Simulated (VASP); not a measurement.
# CaSe (rocksalt type) (Fm-3m) in VASP: notebook

The runs below take CaSe (rocksalt type) through single point, with PBE.

Program: VASP 6.6.1. These are calculated values, not measurements. Logs are shortened: lines on timing, memory, paths and dates and some standing lists are left out, and cuts for length are marked.

### Step 1. The cell of the first run

It takes space group Fm-3m (No. 225, cubic). Conventional cell: a = 4.390 Å, b = 4.390 Å, c = 4.390 Å, α = 90.00°, β = 90.00°, γ = 90.00°. Within 2.9 Å of Ca (site symmetry m-3m) lie 6 Se at 2.19 Å. Se (site symmetry m-3m) has 6 Ca at 2.19 Å within 2.9 Å.

### Step 2. Single point, PBE (10.57 Å³/atom)

File INCAR:

```
ALGO = Normal ; EDIFF = 1E-6
ENCUT = 520 ; GGA = PE
ISIF = 2 ; ISMEAR = -1
LASPH = T ; LCHARG = F
LREAL = F ; LWAVE = F
NBANDS = 15 ; NELM = 80
PREC = Accurate ; SIGMA = 0.08
```

File KPOINTS:

```
k-points
0
Gamma
  12 12 12
```

File POSCAR:

```
CaSe
1.0
    0.0000000000      2.1949205025      2.1949205025
    2.1949205025      0.0000000000      2.1949205025
    2.1949205025      2.1949205025      0.0000000000
Ca Se
1 1
Direct
    0.0000000000      0.0000000000      0.0000000000
    0.5000000000      0.5000000000      0.5000000000
```

Potentials or basis: VASP PAW PBE potentials, release 64 (Ca_sv, Se).

Run with:

```bash
$ cat potpaw_PBE.64/Ca_sv/POTCAR potpaw_PBE.64/Se/POTCAR > POTCAR
$ mpirun -np 1 vasp_std > vasp.out
```

OUTCAR:

```text
EDIFF = 1E-6
   ENCUT = 520
   GGA = PE
   ISIF = 2
   ISMEAR = -1
   LASPH = T
   LREAL = F
   NELM = 80
   PREC = Accurate

 ion  position               nearest neighbor table
   1  0.000  0.000  0.000-   2 2.19   2 2.19   2 2.19   2 2.19   2 2.19   2 2.19
   2  0.500  0.500  0.500-   1 2.19   1 2.19   1 2.19   1 2.19   1 2.19   1 2.19

  LATTYP: Found a face centered cubic cell.
 ALAT       =     4.3898410050

  Lattice vectors:

 A1 = (   0.0000000000,   2.1949205025,   2.1949205025)
 A2 = (   2.1949205025,   0.0000000000,   2.1949205025)
 A3 = (   2.1949205025,   2.1949205025,   0.0000000000)

Analysis of symmetry for initial positions (statically):
=====================================================================
 Subroutine PRICEL returns:
 Original cell was already a primitive cell.

 Routine SETGRP: Setting up the symmetry group for a
 face centered cubic supercell.

 Subroutine GETGRP returns: Found 48 space group operations
 (whereof 48 operations were pure point group operations)
 out of a pool of 48 trial point group operations.

The static configuration has the point symmetry O_h .

Analysis of symmetry for dynamics (positions and initial velocities):
=====================================================================
 Subroutine PRICEL returns:
 Original cell was already a primitive cell.

 Routine SETGRP: Setting up the symmetry group for a
 face centered cubic supercell.

 Subroutine GETGRP returns: Found 48 space group operations
 (whereof 48 operations were pure point group operations)
 out of a pool of 48 trial point group operations.

The dynamic configuration has the point symmetry O_h .

 Subroutine INISYM returns: Found 48 space group operations
 (whereof 48 operations are pure point group operations),
 and found     1 'primitive' translations

----------------------------------------------------------------------------------------

                                     Primitive cell

  volume of cell :      21.1488

  direct lattice vectors                    reciprocal lattice vectors
     0.000000000  2.194920503  2.194920503    -0.227798683  0.227798683  0.227798683
     2.194920503  0.000000000  2.194920503     0.227798683 -0.227798683  0.227798683
     2.194920503  2.194920503  0.000000000     0.227798683  0.227798683 -0.227798683

  length of vectors
     3.104086343  3.104086343  3.104086343     0.394558893  0.394558893  0.394558893

  position of ions in fractional coordinates (direct lattice)
     0.000000000  0.000000000  0.000000000
     0.500000000  0.500000000  0.500000000

  ion indices of the primitive-cell ions
   primitive index   ion index
                 1           1
                 2           2

----------------------------------------------------------------------------------------

 KPOINTS: k-points

Automatic generation of k-mesh.
 Grid dimensions read from file:
 generate k-points for:   12   12   12

 Generating k-lattice:

  Cartesian coordinates                     Fractional coordinates (reciprocal lattice)
    -0.018983224  0.018983224  0.018983224     0.083333333  0.000000000  0.000000000
     0.018983224 -0.018983224  0.018983224     0.000000000  0.083333333  0.000000000
     0.018983224  0.018983224 -0.018983224     0.000000000  0.000000000  0.083333333

  Length of vectors
     0.032879908  0.032879908  0.032879908

  Shift w.r.t. Gamma in fractional coordinates (k-lattice)
     0.000000000  0.000000000  0.000000000

 Subroutine IBZKPT returns following result:
 ===========================================

 Found     72 irreducible k-points:

 Following reciprocal coordinates:
            Coordinates               Weight
  0.000000  0.000000  0.000000      1.000000
  0.083333  0.000000  0.000000      8.000000
  0.166667  0.000000  0.000000      8.000000
  0.250000  0.000000  0.000000      8.000000
  0.333333  0.000000  0.000000      8.000000
  0.416667  0.000000  0.000000      8.000000
[... 16 lines left out ...]
  0.500000  0.166667  0.000000     24.000000
 -0.416667  0.166667  0.000000     24.000000
 [... further k-points ...]
   k-points           NKPTS =     72   k-points in BZ     NKDIM =     72   number of bands    NBANDS=     15
   number of dos      NEDOS =    301   number of ions     NIONS =      2
   total plane-waves  NPLWV =  13824
   dimension x,y,z NGX =    24 NGY =   24 NGZ =   24
   dimension x,y,z NGXF=    48 NGYF=   48 NGZF=   48
   ions per type =               1   1
   NGX,Y,Z   is equivalent  to a cutoff of  12.85, 12.85, 12.85 a.u.
   NGXF,Y,Z  is equivalent  to a cutoff of  25.71, 25.71, 25.71 a.u.
 SYSTEM =  unknown system
   PREC   = accura    normal or accurate (medium, high low for compatibility)
   ISTART =      0    job   : 0-new  1-cont  2-samecut
   ICHARG =      2    charge: 1-file 2-atom 10-const
   ISPIN  =      1    spin polarized calculation?
   LNONCOLLINEAR =      F non collinear calculations
   LSORBIT =      F    spin-orbit coupling
   LASPH  =      T    aspherical Exc in radial PAW
   ENCUT  =  520.0 eV  38.22 Ry    6.18 a.u.   5.77  5.77  5.77*2*pi/ulx,y,z
   NELM   =     80;   NELMIN=  2; NELMDL= -5     # of ELM steps
   EDIFF  = 0.1E-05   stopping-criterion for ELM
   LREAL  =      F    real-space projection
   EDIFFG = 0.1E-04   stopping-criterion for IOM
   NSW    =      0    number of steps for IOM
   IBRION =     -1    ionic relax: 0-MD 1-quasi-New 2-CG
   NFREE  =      0    steps in history (QN), initial steepest desc. (CG)
   ISIF   =      2    stress and relaxation
   ISYM   =      2    0-nonsym 1-usesym 2-fastsym
   POTIM  = 0.5000    time-step for ionic-motion
   TEBEG  =    0.0;   TEEND  =   0.0 temperature during run
   PSTRESS=    0.0 pullay stress
   NELECT =      16.0000    total number of electrons
   NUPDOWN=      -1.0000    fix difference up-down
   EMIN   =  10.00;   EMAX   =-10.00  energy-range for DOS
   EFERMI =   0.00;   METHOD = LEGACY
   ISMEAR =    -1;   SIGMA  =   0.08  broadening in eV -4-tet -1-fermi 0-gaus
   EFERMI_NEDOS =   21; number of points for ismear=-14 and -15
   IALGO  =     38    algorithm
   IMIX   =      4    mixing-type and parameters
     AMIX     =   0.40;   BMIX     =  1.00
     AMIX_MAG =   1.60;   BMIX_MAG =  1.00
  volume/ion in A,a.u.               =      10.57        71.36
  Fermi-wavevector in a.u.,A,eV,Ry     =   1.491716  2.818934 30.275894  2.225215
  Thomas-Fermi vector in A             =   2.604335
   LORBIT       =      0    0 simple, 1 ext, 2 COOP (PROOUT), +10 PAW based schemes
   GGA     = PE    functional components
   LHFCALC =     F    Hartree Fock is set to
   AEXX    =    0.0000 exact exchange contribution
   IVDW    =     0    specifies the selected vdW correction
   LEPSILON=     F    determine dielectric tensor
   LRPA    =     F    only Hartree local field effects (RPA)
 non-spin polarized calculation
  energy-cutoff  :      520.00
  volume of cell :       21.15
 maximum number of plane-waves:       588
   NGX = 11   NGY = 11   NGZ = 11

 number of electron      16.0000002 magnetization

 Free energy of the ion-electron system (eV)
  ---------------------------------------------------
  ext. energy  EPLUGINS =         0.00000000
  ---------------------------------------------------
  free energy    TOTEN  =         2.95232092 eV

  energy without entropy =        2.95776122  energy(sigma->0) =        2.95504107

 E-fermi :  11.7601     XC(G=0): -13.6306

 val. band max:       11.6410489362   @ k =   0.4167   0.4167   0.0000
 cond. band min:      11.7776930094   @ k =   0.5000   0.5000   0.0000
 fundamental gap:      0.1366440732
 Fermi energy:        11.7601135304

 k-point     1 :       0.0000    0.0000    0.0000
  band No.  band energies     occupation
      1     -27.1096      2.00000
      2      -7.6937      2.00000
      3      -7.6937      2.00000
      4      -7.6937      2.00000
      5      -3.6674      2.00000
      6      13.0480      0.00000
      7      13.0480      0.00000
      8      13.0480      0.00000
      9      13.3888      0.00000
     10      13.3888      0.00000
     11      13.3888      0.00000
     12      15.4299      0.00000
     13      15.4299      0.00000
     14      21.6462      0.00000
     15      23.9755      0.00000

 k-point     2 :       0.0833    0.0000    0.0000
  band No.  band energies     occupation
      1     -27.0753      2.00000
      2      -8.0911      2.00000
      3      -7.6989      2.00000
      4      -7.6989      2.00000
      5      -3.1995      2.00000
      6      11.5663      1.83699
      7      11.8989      0.30008
      8      11.8989      0.30008
      9      13.7870      0.00000
     10      13.7870      0.00000
     11      14.3216      0.00000
     12      16.6356      0.00000
     13      16.6356      0.00000
     14      22.2882      0.00000
     15      24.5067      0.00000

 k-point     3 :       0.1667    0.0000    0.0000
  band No.  band energies     occupation
      1     -26.9801      2.00000
      2      -8.9271      2.00000
      3      -7.7124      2.00000
      4      -7.7124      2.00000
      5      -2.1500      2.00000
      6       9.7233      2.00000
      7      10.4392      2.00000
      8      10.4392      2.00000
      9      14.4365      0.00000
     10      14.4365      0.00000
     11      14.8854      0.00000
     12      18.7862      0.00000
     13      18.7862      0.00000
     14      23.9466      0.00000
     15      25.5919      0.00000

 k-point     4 :       0.2500    0.0000    0.0000
  band No.  band energies     occupation
      1     -26.8464      2.00000
      2      -9.7981      2.00000
      3      -7.7296      2.00000
      4      -7.7296      2.00000
      5      -0.9162      2.00000
      6       7.9322      2.00000
      7       9.2060      2.00000
      8       9.2060      2.00000
      9      15.3559      0.00000
     10      15.4341      0.00000
     11      15.4341      0.00000
     12      21.1630      0.00000
     13      21.1630      0.00000
     14      24.9682      0.00000
     15      26.5860      0.00000
[... 307 lines left out ...]
 k-point    22 :       0.4167    0.1667    0.0000
  band No.  band energies     occupation
      1     -26.5968      2.00000
      2     -10.4619      2.00000
      3      -8.1271      2.00000
      4      -8.0379      2.00000
      5       0.1023      2.00000
      6       6.0730      2.00000
      7       8.4515      2.00000
      8       9.0404      2.00000
      9      14.1657      0.00000
     10      18.5861      0.00000
     11      19.3033      0.00000
     12      21.6903      0.00000
     13      21.9155      0.00000
     14      25.9666      0.00000
     15      26.3053      0.00000

 k-point    23 :       0.5000    0.1667    0.0000
  band No.  band energies     occupation
      1     -26.5227      2.00000
      2     -10.7533      2.00000
      3      -8.2632      2.00000
      4      -7.9777      2.00000
      5       0.6543      2.00000
      6       5.5517      2.00000
      7       8.2022      2.00000
      8       8.3700      2.00000
      9      15.4891      0.00000
     10      19.1022      0.00000
     11      19.9573      0.00000
     12      20.6618      0.00000
     13      22.5139      0.00000
     14      25.0235      0.00000
     15      26.7619      0.00000

 k-point    24 :      -0.4167    0.1667    0.0000
  band No.  band energies     occupation
      1     -26.5128      2.00000
      2     -10.7991      2.00000
      3      -8.3799      2.00000
      4      -7.8816      2.00000
      5       0.9681      2.00000
      6       5.2394      2.00000
      7       7.9798      2.00000
      8       8.3032      2.00000
      9      16.9766      0.00000
     10      18.1724      0.00000
     11      18.7899      0.00000
     12      21.5189      0.00000
     13      23.1679      0.00000
     14      24.0930      0.00000
     15      26.6452      0.00000

 [... further k-points ...]
[... 5 lines left out ...]
  --------------------------------------------------------------------------------------
  -------------------------------------------------------------------------------------
  Total       34.3155288     34.3155288     34.3155288      0.0000000      0.0000000      0.0000000
  in kB     2599.6500955   2599.6500955   2599.6500955      0.0000000      0.0000000      0.0000000
  external PRESSURE =    2599.6500955 kB  Pullay stress =       0.0000000 kB

 VOLUME and BASIS-vectors are now :
 -----------------------------------------------------------------------------
  energy-cutoff  :      520.00
  volume of cell :       21.15
      direct lattice vectors                 reciprocal lattice vectors
     0.000000000  2.194920503  2.194920503    -0.227798683  0.227798683  0.227798683
     2.194920503  0.000000000  2.194920503     0.227798683 -0.227798683  0.227798683
     2.194920503  2.194920503  0.000000000     0.227798683  0.227798683 -0.227798683

 POSITION                                       TOTAL-FORCE (eV/Angst)
 -----------------------------------------------------------------------------------
      0.00000      0.00000      0.00000        -0.000000      0.000000      0.000000
      2.19492      2.19492      2.19492         0.000000      0.000000     -0.000000
 -----------------------------------------------------------------------------------
    total drift:                                0.000000     -0.000000     -0.000000

  FREE ENERGIE OF THE ION-ELECTRON SYSTEM (eV)
  ---------------------------------------------------
  free  energy   TOTEN  =         2.9523209227 eV

  energy  without entropy=        2.9577612245  energy(sigma->0) =        2.95504107
```

It took 19 s on 1 thread of AMD EPYC 7R13 (Zen 3), shared host; peak memory 0.12 GiB.

Results:

| Property | Result |
| --- | --- |
| Free energy | 2.9523 eV |
| Pressure | 260.0 GPa |
| Band gap on the k mesh | zero (bands 8 and 9 overlap by 1.83 eV) |

Caveat: the cell stands under pressure.

### Step 3. Single point, PBE (10.57 Å³/atom)

File INCAR:

```
SYSTEM = CaSe
PREC = Accurate ; ENCUT = 520
EDIFF = 1E-6 ; ISMEAR = -1
SIGMA = 0.08 ; LREAL = .FALSE.
LASPH = .TRUE. ; NELM = 80
ALGO = Normal ; ISIF = 2
LWAVE = .FALSE. ; LCHARG = .FALSE.
GGA = PE ; NBANDS = 15
```

File KPOINTS:

```
regular mesh
0
G
  12 12 12
  0 0 0
```

POSCAR is that of step 2.

Potentials or basis: VASP PAW PBE potentials, release 64 (Ca_sv, Se).

Run with:

```bash
$ cat potpaw_PBE.64/Ca_sv/POTCAR potpaw_PBE.64/Se/POTCAR > POTCAR
$ mpirun -np 1 vasp_std > vasp.out
```

OUTCAR:

```text
SYSTEM = CaSe
   PREC = Accurate
   ENCUT = 520
   EDIFF = 1E-6
   ISMEAR = -1
   LREAL = .FALSE.
   LASPH = .TRUE.
   NELM = 80
   ISIF = 2
   GGA = PE

 ion  position               nearest neighbor table
   1  0.000  0.000  0.000-   2 2.19   2 2.19   2 2.19   2 2.19   2 2.19   2 2.19
   2  0.500  0.500  0.500-   1 2.19   1 2.19   1 2.19   1 2.19   1 2.19   1 2.19

  LATTYP: Found a face centered cubic cell.
 ALAT       =     4.3898410050

  Lattice vectors:

[... 608 lines left out ...]
      9      16.9766      0.00000
     10      18.1724      0.00000
     11      18.7899      0.00000
     12      21.5189      0.00000
     13      23.1679      0.00000
     14      24.0930      0.00000
     15      26.6452      0.00000

 [... further k-points ...]
[... 5 lines left out ...]
  --------------------------------------------------------------------------------------
  -------------------------------------------------------------------------------------
  Total       34.3155288     34.3155288     34.3155288      0.0000000      0.0000000      0.0000000
  in kB     2599.6500955   2599.6500955   2599.6500955      0.0000000      0.0000000      0.0000000
  external PRESSURE =    2599.6500955 kB  Pullay stress =       0.0000000 kB

 VOLUME and BASIS-vectors are now :
 -----------------------------------------------------------------------------
  energy-cutoff  :      520.00
  volume of cell :       21.15
      direct lattice vectors                 reciprocal lattice vectors
     0.000000000  2.194920503  2.194920503    -0.227798683  0.227798683  0.227798683
     2.194920503  0.000000000  2.194920503     0.227798683 -0.227798683  0.227798683
     2.194920503  2.194920503  0.000000000     0.227798683  0.227798683 -0.227798683

 POSITION                                       TOTAL-FORCE (eV/Angst)
 -----------------------------------------------------------------------------------
      0.00000      0.00000      0.00000        -0.000000      0.000000      0.000000
      2.19492      2.19492      2.19492         0.000000      0.000000     -0.000000
 -----------------------------------------------------------------------------------
    total drift:                                0.000000     -0.000000     -0.000000

  FREE ENERGIE OF THE ION-ELECTRON SYSTEM (eV)
  ---------------------------------------------------
  free  energy   TOTEN  =         2.9523209227 eV

  energy  without entropy=        2.9577612245  energy(sigma->0) =        2.95504107
```

stdout:

```text
POSCAR found type information on POSCAR CaSe
 POSCAR found :  2 types and       2 ions
 scaLAPACK will be used
 LDA part: xc-table for (Slater+PW92), standard interpolation
 POSCAR, INCAR and KPOINTS ok, starting setup
 FFT: planning ... GRIDC
 FFT: planning ... GRID_SOFT
 FFT: planning ... GRID
 WAVECAR not read
 entering main loop
```

It took 19 s on 1 thread of AMD EPYC 7R13 (Zen 3), shared host; peak memory 0.12 GiB.

Results:

| Property | Result |
| --- | --- |
| Free energy | 2.9523 eV |
| Pressure | 260.0 GPa |
| Band gap on the k mesh | zero (bands 8 and 9 overlap by 1.83 eV) |

Caveat: the cell stands under pressure.

### Step 4. Single point, PBE (11.90 Å³/atom)

This run uses another cell than the first one, of 11.90 Å³/atom.

File INCAR:

```
ALGO = Normal ; EDIFF = 1E-6
ENCUT = 520 ; GGA = PE
ISIF = 2 ; ISMEAR = -1
LASPH = T ; LCHARG = F
LREAL = F ; LWAVE = F
NBANDS = 15 ; NELM = 60
PREC = Accurate ; SIGMA = 0.08
```

File KPOINTS:

```
k-points
0
Gamma
  12 12 12
```

File POSCAR:

```
CaSe
1.0
    0.0000000000      2.2828093150      2.2828093150
    2.2828093150      0.0000000000      2.2828093150
    2.2828093150      2.2828093150      0.0000000000
Ca Se
1 1
Direct
    0.0000000000      0.0000000000      0.0000000000
    0.5000000000      0.5000000000      0.5000000000
```

Run with:

```bash
$ cat potpaw_PBE.64/Ca_sv/POTCAR potpaw_PBE.64/Se/POTCAR > POTCAR
$ mpirun -np 1 vasp_std > vasp.out
```

Wall time 20 s (1 thread of AMD EPYC 7R13 (Zen 3), shared host); peak memory 0.12 GiB.

The run converged. Its results:

- Free energy: -0.6709 eV
- Pressure: 184.0 GPa
- Band gap on the k mesh: zero (bands 8 and 9 overlap by 1.57 eV)

Levels at points of the mesh, in eV from the Fermi level:
```
           k point  band 6  band 7  band 8  band 9  band 10  band 11
(0.00, 0.00, 0.00)    0.96    0.96    0.96    2.19     2.19     2.19
(0.50, 0.00, 0.00)   -6.82   -3.60   -3.60    5.89     7.03     7.03
(0.50, 0.50, 0.00)   -2.98   -1.49   -0.40   -0.40     5.95     8.51
```

Caveat: the cell stands under pressure.

The gap in the log of VASP goes by the Fermi energy; the results here count the filled bands.